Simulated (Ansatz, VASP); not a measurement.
## One calculation of Ge, two programs

File INCAR:

```
PREC = Accurate
ENCUT = 520
EDIFF = 1E-7
ISMEAR = -1
SIGMA = 0.05
LREAL = F
LASPH = T
NELM = 80
ALGO = Normal
ISIF = 2
LWAVE = F
LCHARG = F
GGA = PS
NBANDS = 21
```

File KPOINTS:

```
regular mesh
0
Gamma
  11 11 11
```

Contents of POSCAR:

```
Ge
1.0
   -2.5915398167      2.5915398167      1.4066673013
    2.5915398167     -2.5915398167      1.4066673013
    2.5915398167      2.5915398167     -1.4066673013
Ge
2
Direct
    0.5000000000      0.5000000000      0.0000000000
    0.2500000000      0.7500000000      0.5000000000
```

input.yaml

```yaml
crystal:
  lattice:
    - [-2.5915398167, 2.5915398167, 1.4066673013]
    - [2.5915398167, -2.5915398167, 1.4066673013]
    - [2.5915398167, 2.5915398167, -1.4066673013]
  atoms:
    - { symbol: Ge, position: [0.5, 0.5, 0.0] }
    - { symbol: Ge, position: [0.25, 0.75, 0.5] }
kpoints:
  mp_grid: { grid: [11, 11, 11] }
scf:
  occupations: { method: fermi_dirac, width: 0.05 }
hamiltonian:
  xc: pbesol
  pseudopotentials: { kind: all_electron, lapw: { basis_error: 0.0005 } }
output:
  forces: true
  stress: true
  eigenvalues: true
```

Change from the starting cell: volume scaled by 1.02.

Alike in both runs: task single point; functional PBEsol; k mesh 11 × 11 × 11; occupations fermi-dirac, width 0.05 eV; no spin polarisation.

|  | VASP | Ansatz |
| --- | --- | --- |
| version | VASP 6.6.1 | Ansatz 0.2.0 |
| potentials or method | VASP PAW PBE potentials, release 64 (Ge_d), cutoff 520 eV | all-electron LAPW, scalar-relativistic |

Ansatz gave:

```
gap on the k mesh at the Fermi level (eV)                     : none
pressure (GPa)                                                : -2.0
traceless stress, the component that is largest in VASP (GPa) : -0.22
```

Task: Which values does VASP return?

Result: gap on the k mesh at the Fermi level (eV): none; pressure (GPa): -2.0; traceless stress, the component that is largest in VASP (GPa): -0.21.

VASP's potentials were made for PBE, not for PBEsol. A gap of «none» marks a metal or a gap that the smearing closes. Ansatz ran all-electron here, and VASP with PAW potentials.
